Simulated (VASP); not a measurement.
Wanted: the native input for a VASP 6.6.1 run.

```
Task                    : single point
Functional              : PBE
Potentials or basis     : VASP PAW PBE potentials, release 64 (Zn, Cd, O)
Cutoff                  : 520 eV
k mesh                  : 12 × 12 × 6
Occupations             : gaussian, width 0.1 eV
Spin                    : no spin polarisation
Dipole correction       : no
k mesh for the DOS      : 18 × 18 × 9
Occupations for the DOS : tetrahedron
Further INCAR settings  : ALGO = Normal; EDIFF = 1e-06
```

ZnCd2O3:

```
Zn Cd O
1.0
     3.25862    0.00000    0.00000
    -1.62931    2.82205    0.00000
     0.00000    0.00000    8.06699
Zn Cd O
1 2 3
Direct
  0.00000 0.00000 0.00000
  0.33333 0.66667 0.67626
  0.66667 0.33333 0.32374
  0.66667 0.33333 0.85570
  0.00000 0.00000 0.50000
  0.33333 0.66667 0.14430
```

The input as run:

POSCAR

```
ZnCd2O3
1.0
    3.2586238045      0.0000000000      0.0000000000
   -1.6293119023      2.8220509961      0.0000000000
    0.0000000000      0.0000000000      8.0669856000
Zn Cd O
1 2 3
Direct
    0.0000000000      0.0000000000      0.0000000000
    0.3333333333      0.6666666667      0.6762590000
    0.6666666667      0.3333333333      0.3237410000
    0.6666666667      0.3333333333      0.8557030000
    0.0000000000      0.0000000000      0.5000000000
    0.3333333333      0.6666666667      0.1442970000
```

INCAR.step1

```
  PREC = Accurate
  ENCUT = 520
  EDIFF = 1E-6
  ISMEAR = 0
  SIGMA = 0.1
  LREAL = False
  LASPH = True
  NELM = 100
  ALGO = Normal
  ISIF = 2
  LWAVE = False
  LCHARG = True
  GGA = PE
  NBANDS = 36
```

KPOINTS.step1

```
regular mesh
0
Gamma
  12 12 6
```

INCAR.step2

```
  PREC = Accurate
  ENCUT = 520
  EDIFF = 1E-6
  ISMEAR = -5
  SIGMA = 0.1
  LREAL = False
  LASPH = True
  NELM = 100
  ALGO = Normal
  ISIF = 2
  LWAVE = False
  LCHARG = False
  GGA = PE
  LORBIT = 10
  NEDOS = 1001
  ICHARG = 11
```

KPOINTS.step2

```
regular mesh
0
Gamma
  18 18 9
```

Potentials or basis: VASP PAW PBE potentials, release 64 (Zn, Cd, O).

Run with:

```sh
$ cat potpaw_PBE.64/Zn/POTCAR potpaw_PBE.64/Cd/POTCAR potpaw_PBE.64/O/POTCAR > POTCAR
$ cp INCAR.step1 INCAR
$ cp KPOINTS.step1 KPOINTS
$ mpirun -np 1 vasp_std > vasp.out
$ cp INCAR.step2 INCAR
$ cp KPOINTS.step2 KPOINTS
$ mpirun -np 1 vasp_std > vasp.out
```

It gave:

| Item | Value |
| --- | --- |
| Valence electrons inside the program's atomic spheres | Zn 10.59; Cd 10.24; O 4.93 |

It took 4 min on 1 thread of Intel(R) Xeon(R) 6975P-C (Granite Rapids), on a shared host, peak memory 0.67 GiB.
